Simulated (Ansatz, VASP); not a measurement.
# AlRu: VASP beside Ansatz

Contents of INCAR:

```
SYSTEM = AlRu
  PREC = Accurate
  ENCUT = 520
  EDIFF = 1E-7
  ISMEAR = 0
  SIGMA = 0.15
  LREAL = .False.
  LASPH = .True.
  NELM = 100
  ALGO = Fast
  ISIF = 2
  LWAVE = .False.
  LCHARG = .False.
  GGA = PE
  NBANDS = 16
```

File KPOINTS:

```
regular mesh
0
Gamma
  16 16 16
  0 0 0
```

File POSCAR:

```
AlRu
1.0
    3.0364740000      0.0000000000      0.0000000000
    0.0000000000      3.0364740000      0.0000000000
    0.0000000000      0.0000000000      2.9916000000
Al Ru
1 1
Direct
    0.0000000000      0.0000000000      0.0000000000
    0.5000000000      0.5000000000      0.5000000000
```

Input for Ansatz:

```yaml
crystal:
  lattice:
    - [3.036474, 0.0, 0.0]
    - [0.0, 3.036474, 0.0]
    - [0.0, 0.0, 2.9916]
  atoms:
    - { symbol: Al, position: [0.0, 0.0, 0.0] }
    - { symbol: Ru, position: [0.5, 0.5, 0.5] }
basis:
  ecutwfc: 420
kpoints:
  mp_grid: { grid: [16, 16, 16] }
hamiltonian:
  xc: pbe
scf:
  occupations: { method: gaussian, width: 0.15 }
output:
  forces: true
  stress: true
  eigenvalues: true
```

Change from the starting cell: strain +0.015 along x and y, +0.000 along z, atoms carried along.

Alike in both runs: task single point; functional PBE; k mesh 16 × 16 × 16; occupations gaussian, width 0.15 eV; no spin polarisation.

```csv
,VASP,Ansatz
version,VASP 6.6.1,Ansatz 0.2.0
potentials or method,"VASP PAW PBE potentials, release 64 (Al, Ru_pv), cutoff 520 eV","scalar-relativistic, plane waves, PAW"
valence electrons in the cell,17,19
```

```tsv
	VASP	Ansatz	Ansatz less VASP
gap on the k mesh at the Fermi level (eV)	none	none	-
pressure (GPa)	-3.4	-3.3	+0.05
traceless stress, the component that is largest in VASP (GPa)	1.60	1.60	-0.001
```

A gap of «none» marks a metal or a gap that the smearing closes. The functional is the same, so the differences come from potentials, cutoffs and numerics. VASP's potentials hold 17 valence electrons a cell and Ansatz's 19, so a difference there can come from the potentials and not from the codes.
